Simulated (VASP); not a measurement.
Runs of VASP 6.6.1 on Cu. The structure is that of space group P6_3/mmc (No. 194), or close to it. The cells are those of the table. This isn't the form of Cu at room conditions, which is fcc.

```csv
task,cell,k mesh,cutoff (eV),gap on the mesh (eV),pressure (GPa)
single point,"a = 2.622, b = 2.622, c = 4.293 Å, angles 90.0, 90.0, 120.0°, 2 atoms",16 × 16 × 9,520,none,(a)
single point,"a = 2.656, b = 2.656, c = 4.348 Å, angles 90.0, 90.0, 120.0°, 2 atoms",16 × 16 × 9,520,none,-7.3
relaxation of cell and atoms,"relaxed from a = 2.556, b = 2.556, c = 4.174 Å, angles 90.0, 90.0, 120.0°, 2 atoms",14 × 14 × 8,600,none,0.0
single point,"a = 2.553, b = 2.553, c = 4.180 Å, angles 90.0, 90.0, 120.0°, 2 atoms",16 × 16 × 9,520,none,6.2
single point,"a = 2.588, b = 2.588, c = 4.238 Å, angles 90.0, 90.0, 120.0°, 2 atoms",14 × 14 × 8,520,none,0.8
```

Alike in all rows: level revPBE; potentials or basis VASP PAW PBE potentials, release 64 (Cu); no spin polarisation; smearing fermi-dirac 0.1 eV.

Question: Estimate the missing entries.

Answer: (a) -4.0.

Caveats: the PAW data sets were made with another functional, which shifts forces and pressure a little; the cell stands under tension (at least some runs); the cell stands under pressure (at least some runs).

A gap of «none» marks levels without a gap at the run's occupations.
